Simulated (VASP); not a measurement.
Write the native input for VASP 6.6.1 that does the following.

```yaml
Task: single point
Functional: PBEsol
Potentials_or_basis: VASP PAW PBE potentials, release 64 (Pb_d, Se)
Cutoff: 520 eV
k_mesh: 4 × 4 × 4
Occupations: gaussian, width 0.01 eV
Spin: no spin polarisation
Dipole_correction: no
Further_INCAR_settings: ALGO = Normal; EDIFF = 1e-06; NBANDS = 17
```

The structure of PbSe (Clausthalite) lies in POSCAR:

```
PbSe
1.0
    0.0000000000      3.0606500000      3.0606500000
    3.0606500000      0.0000000000      3.0606500000
    3.0606500000      3.0606500000      0.0000000000
Pb Se
1 1
Direct
    0.0000000000      0.0000000000      0.0000000000
    0.5000000000      0.5000000000      0.5000000000
```

These files were run (other wordings do the same):

INCAR

```
SYSTEM = PbSe
PREC = Accurate ; ENCUT = 520
EDIFF = 1E-6 ; ISMEAR = 0
SIGMA = 0.01 ; LREAL = .False.
LASPH = .True. ; NELM = 100
ALGO = Normal ; ISIF = 2
LWAVE = .False. ; LCHARG = .False.
GGA = PS ; NBANDS = 17
```

KPOINTS

```
regular mesh
0
Gamma
  4 4 4
  0 0 0
```

Potentials or basis: VASP PAW PBE potentials, release 64 (Pb_d, Se).

Run with:

```console
$ cat potpaw_PBE.64/Pb_d/POTCAR potpaw_PBE.64/Se/POTCAR > POTCAR
$ mpirun -np 1 vasp_std > vasp.out
```

It gave:

- Pressure: -0.5 GPa
- Band gap on the k mesh: 0.20 eV, direct

Caveat: the k points lie up to 0.44 Å⁻¹ apart; the PAW data sets were made with another functional, which shifts forces and pressure a little; spin-orbit coupling is left out, which moves the levels of the heavy elements.

Wall time 4.3 s on 1 thread of AMD EPYC 9R45 96-Core Processor (Zen 5) (shared host), peak memory 0.15 GiB.
